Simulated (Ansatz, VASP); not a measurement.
One calculation of Hf, two programs

```
Hf
1.0
    -1.80500    1.80500    1.66962
     1.80500   -1.80500    1.66962
     1.80500    1.80500   -1.66962
Hf
1
Cartesian
  0.0000 0.0000 0.0000
```

Change from the starting cell: strain -0.0750 x Voigt [0, 0, 1, 0, 0, 0], atoms carried along.

Alike in both runs: task single point; functional PBEsol; k mesh 18 × 18 × 18; occupations gaussian, width 0.15 eV; no spin polarisation.

|  | VASP | Ansatz |
| --- | --- | --- |
| version | VASP 6.6.1 | Ansatz 0.2.0 |
| potentials or method | VASP PAW PBE potentials, release 64 (Hf_pv), cutoff 520 eV | scalar-relativistic, plane waves, PAW |
| valence electrons in the cell | 10 | 26 |

```csv
,VASP,Ansatz,Ansatz less VASP
gap on the k mesh at the Fermi level (eV),none,none,-
pressure (GPa),-2.3,-2.0,+0.26
"traceless stress, the component that is largest in VASP (GPa)",-2.63,-2.56,+0.064
```

VASP's potentials were made for PBE, not for PBEsol. A gap of «none» marks a metal or a gap that the smearing closes. VASP's potentials hold 10 valence electrons a cell and Ansatz's 26, so a difference there can come from the potentials and not from the codes.

Neither program's run includes spin-orbit coupling.
